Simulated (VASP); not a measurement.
Input of a VASP 6.6.1 run:

Contents of POSCAR:

```
Au4C
1.0
    2.9162060726      0.0000000000      0.0000000000
    0.0000000000      2.9162060726      0.0000000000
    0.0000000000      0.0000000000     25.1862072679
Au C
4 1
Direct
    0.5000000000      0.5000000000      0.3374863039
    0.0000000000      0.0000000000      0.4193592539
    0.5000000000      0.5000000000      0.5011131275
    0.0000000000      0.0000000000      0.5868791026
    0.0000000000      0.0000000000      0.6620227232
```

File INCAR.step1:

```
  PREC = Accurate
  ENCUT = 520
  ISMEAR = 0
  SIGMA = 0.1
  LREAL = False
  LASPH = True
  NELM = 100
  LDIPOL = True
  IDIPOL = 3
  DIPOL = 0.5 0.5 0.501
  NBANDS = 32
  GGA = PE
  ALGO = Normal
  EDIFF = 1E-4
  LWAVE = True
  LCHARG = False
```

INCAR.step2

```
  PREC = Accurate
  ENCUT = 520
  EDIFF = 1E-6
  ISMEAR = 0
  SIGMA = 0.1
  LREAL = False
  LASPH = True
  NELM = 100
  ALGO = Normal
  ISIF = 2
  LWAVE = False
  LCHARG = False
  LDIPOL = True
  IDIPOL = 3
  DIPOL = 0.5 0.5 0.501
  METAGGA = R2SCAN
  LMIXTAU = True
  NBANDS = 32
  ISTART = 1
```

Contents of KPOINTS:

```
regular mesh
0
Gamma
  10 10 1
```

Potentials or basis: VASP PAW PBE potentials, release 64 (Au, C).

Run with:

```bash
$ cat potpaw_PBE.64/Au/POTCAR potpaw_PBE.64/C/POTCAR > POTCAR
$ cp INCAR.step1 INCAR
$ mpirun -np 1 vasp_std > vasp.out
$ cp INCAR.step2 INCAR
$ mpirun -np 1 vasp_std > vasp.out
```

Question: Estimate the largest force.

Answer: 0.108 eV/Å.

Question: What does it give for the band gap on the k mesh?

Answer: Zero (bands 24 and 25 overlap by 2.88 eV).

Forces in eV/Å, atoms in the order of the input:
```
Au   0.000  0.000  0.090
Au   0.000  0.000 -0.108
Au   0.000  0.000  0.011
Au   0.000  0.000 -0.089
C    0.000  0.000  0.095
```

Caveat: the PAW data sets were made with another functional, which shifts forces and pressure a little; spin-orbit coupling is left out, which moves the levels of the heavy elements.
